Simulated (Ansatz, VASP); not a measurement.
**Rb: VASP beside Ansatz**

```
CELL_PARAMETERS angstrom
-2.68596 2.68596 2.68596
2.68596 -2.68596 2.68596
2.68596 2.68596 -2.68596
ATOMIC_POSITIONS crystal
Rb 0.00000 0.00000 0.00000
```

Alike in both runs: task single point; functional LDA; k mesh 8 × 8 × 8; occupations methfessel-paxton of order 1, width 0.6 eV; no spin polarisation.

```csv
,VASP,Ansatz
version,VASP 6.6.1,Ansatz 0.2.0
potentials or method,"VASP PAW LDA potentials, release 64 (Rb_sv), cutoff 520 eV","plane waves (420 eV) with PAW, scalar-relativistic"
valence electrons in the cell,9,9
```

|  | VASP | Ansatz | Ansatz less VASP |
| --- | --- | --- | --- |
| pressure (GPa) | 0.0 | 0.0 | 0.00 |

Ansatz warns that its potentials were made for another functional, while VASP's fit it. LDA's correlation is that of Perdew and Zunger in VASP and of Perdew and Wang (1992) in Ansatz.
